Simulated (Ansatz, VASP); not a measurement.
## Two plane-wave programs on Ir

The input INCAR:

```
PREC     = Accurate       # precision mode
ENCUT    = 520            # plane-wave cutoff, eV
EDIFF    = 1E-6           # SCF threshold, eV
ISMEAR   = 0              # smearing method
SIGMA    = 0.15           # smearing width, eV
LREAL    = F              # projectors in reciprocal space
LASPH    = T              # aspherical terms in the spheres
NELM     = 100            # most SCF steps
ALGO     = Normal         # electronic algorithm
ISIF     = 2              # what is computed and relaxed
LWAVE    = F              # write WAVECAR
LCHARG   = F              # write CHGCAR
GGA      = PS             # functional
NBANDS   = 10             # bands
```

The input KPOINTS:

```
Automatic mesh
0
Gamma
  22 22 22
```

Contents of POSCAR:

```
Ir
1.0
    0.0000000000      1.9676925000      1.9676925000
    1.9676925000      0.0000000000      1.9676925000
    1.9676925000      1.9676925000      0.0000000000
Ir
1
Direct
    0.0000000000      0.0000000000      0.0000000000
```

Input for Ansatz:

```yaml
crystal:
  lattice:
    - [0.0, 1.9676925, 1.9676925]
    - [1.9676925, 0.0, 1.9676925]
    - [1.9676925, 1.9676925, 0.0]
  atoms:
    - { symbol: Ir, position: [0.0, 0.0, 0.0] }
basis:
  ecutwfc: 420
kpoints:
  mp_grid: { grid: [22, 22, 22] }
hamiltonian:
  xc: pbesol
scf:
  occupations: { method: gaussian, width: 0.15 }
output:
  forces: true
  stress: true
  eigenvalues: true
```

Change from the starting cell: strain +0.025 along x and y, +0.025 along z, atoms carried along.

Alike in both runs: task single point; functional PBEsol; k mesh 22 × 22 × 22; occupations gaussian, width 0.15 eV; no spin polarisation.

```csv
,VASP,Ansatz
version,VASP 6.6.1,Ansatz 0.2.0
potentials or method,"VASP PAW PBE potentials, release 64 (Ir), cutoff 520 eV","scalar-relativistic, plane waves, PAW"
valence electrons in the cell,9,17
```

|  | VASP | Ansatz | Ansatz less VASP |
| --- | --- | --- | --- |
| gap on the k mesh at the Fermi level (eV) | none | none | - |
| pressure (GPa) | -24.9 | -25.4 | -0.52 |

VASP's potentials were made for PBE, not for PBEsol. A gap of «none» marks a metal or a gap that the smearing closes. VASP's potentials hold 9 valence electrons a cell and Ansatz's 17, so a difference there can come from the potentials and not from the codes.

Spin-orbit coupling is off throughout.
